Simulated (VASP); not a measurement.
**Al: single point with PBEsol**

Al, a slab with vacuum:

```
Al
1.0
     2.83945    0.00000    0.00000
     0.00000    2.83945    0.00000
     0.00000    0.00000   24.03120
Al
5
Direct
  0.00000 0.00000 0.33023
  0.50000 0.50000 0.41494
  0.00000 0.00000 0.50000
  0.50000 0.50000 0.58506
  0.00000 0.00000 0.66977
```

```json
{
  "Program": "VASP 6.6.1",
  "Task": "single point",
  "Functional": "PBEsol",
  "Potentials or basis": "VASP PAW PBE potentials, release 64 (Al)",
  "Cutoff": "520 eV",
  "k mesh": "14 × 14 × 1",
  "Occupations": "fermi-dirac, width 0.08 eV",
  "Spin": "no spin polarisation",
  "Dipole correction": "yes",
  "Electric field (eV/Å)": "-0.3 eV/Å",
  "Further INCAR settings": "ALGO = Normal; EDIFF = 1e-06; NBANDS = 16; EFIELD = -0.3"
}
```

```yaml
Largest_force: 0.011 eV/Å
Band_gap_on_the_k_mesh: zero (an odd number of electrons rules out a gap without spin polarisation)
```

Forces in eV/Å, atoms in the order of the input:
```
Al   0.000  0.000 -0.002
Al   0.000  0.000  0.000
Al   0.000  0.000 -0.003
Al   0.000  0.000 -0.007
Al   0.000  0.000  0.011
```

Levels at points of the mesh, in eV from the Fermi level:
```tsv
k point	band 6	band 7	band 8	band 9	band 10	band 11
(0.00, 0.00, 0.00)	-2.19	0.86	2.89	3.63	4.77	5.39
(0.50, 0.00, 0.00)	-3.98	-2.22	-1.93	0.02	0.70	1.73
(0.50, 0.50, 0.00)	-1.13	-0.49	-0.34	-0.34	-0.02	1.00
```

Run time: 73 s on 1 thread of Intel(R) Xeon(R) 6975P-C (Granite Rapids), with other jobs on the host, peak memory 0.32 GiB.

Caveat: the PAW data sets were made with another functional, which shifts forces and pressure a little.
